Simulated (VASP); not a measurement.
Runs of VASP 6.6.1 on HgTe. The structure is that of space group F-43m (No. 216), or close to it. The cells are those of the table. 

| task | cell | k mesh | cutoff (eV) | smearing | gap on the mesh (eV) | pressure (GPa) |
| --- | --- | --- | --- | --- | --- | --- |
| single point | a = 4.702 Å, angles 60.0°, 2 atoms | 12 × 12 × 12 | 500 | gaussian 0.1 eV | none | 0.1 |
| relaxation of cell and atoms | relaxed to 50 GPa from a = 4.704 Å, angles 60.0°, 2 atoms | 12 × 12 × 12 | 600 | fermi-dirac 0.15 eV | - | 50.0 |
| relaxation of cell and atoms | relaxed from a = 4.702 Å, angles 60.0°, 2 atoms | 12 × 12 × 12 | 600 | gaussian 0.1 eV | none | 0.0 |
| single point | a = 4.702 Å, angles 60.0°, 2 atoms | 16 × 16 × 16 | 520 | gaussian 0.15 eV | none | 0.1 |
| single point | a = 4.704 Å, angles 60.0°, 2 atoms | 12 × 12 × 12 | 520 | fermi-dirac 0.15 eV | none | 0.0 |
| single point | a = 4.702 Å, angles 60.0°, 2 atoms | 12 × 12 × 12 | 520 | gaussian 0.1 eV | none | 0.1 |
| single point | a = 4.755 Å, angles 60.0°, 2 atoms | 12 × 12 × 12 | 500 | fermi-dirac 0.15 eV | none | -1.0 |
| single point | a = 4.227 Å, angles 60.0°, 2 atoms | 12 × 12 × 12 | 520 | fermi-dirac 0.15 eV | none | (a) |

Alike in all rows: level PBE; potentials or basis VASP PAW PBE potentials, release 64 (Hg, Te); no spin polarisation.

Estimate the missing entries.

(a) 25.3.

Caveats: spin-orbit coupling is left out, which moves the levels of the heavy elements; semilocal functionals underestimate gaps, so a narrow gap can read as zero (at least some runs); the cell is relaxed towards a set pressure, so the run minimises the enthalpy, not the energy (at least some runs); the cell stands under pressure (at least some runs).

A k mesh can miss the band edges, and the runs leave out spin-orbit coupling on Hg, Te.

A gap of «none» marks levels without a gap at the run's occupations.
